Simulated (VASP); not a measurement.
Input of a VASP 6.6.1 run:

The input INCAR:

```
PREC = Accurate
ENCUT = 400
EDIFF = 1E-8
ISMEAR = -1
SIGMA = 0.05
LREAL = F
LASPH = T
NELM = 120
ALGO = Normal
ISIF = 2
LWAVE = F
LCHARG = F
GGA = PS
LEFG = T
NBANDS = 12
GGA_COMPAT = F
```

Contents of KPOINTS:

```
Automatic mesh
0
Gamma
  14 14 14
```

POSCAR

```
Ti
1.0
   -1.6902300000      1.6902300000      1.6410000000
    1.6902300000     -1.6902300000      1.6410000000
    1.6902300000      1.6902300000     -1.6410000000
Ti
1
Direct
    0.0000000000      0.0000000000      0.0000000000
```

Potentials or basis: VASP PAW PBE potentials, release 64 (Ti_sv).

Launch:

```console
$ cat potpaw_PBE.64/Ti_sv/POTCAR > POTCAR
$ mpirun -np 1 vasp_std > vasp.out
```

(1) Estimate the pressure.

(2) What does it give for the band gap on the k mesh?

Results:

(1) -12.1 GPa.

(2) zero (bands 6 and 7 overlap by 1.49 eV).

Caveat: the cell differs from its parent crystal (equal xx and yy strain of +3 %); the cell stands under tension; without QUAD_EFG the Cq values of the log hold for a quadrupole moment of 1 mb, not for the nuclei; the PAW data sets were made with another functional, which shifts forces and pressure a little.
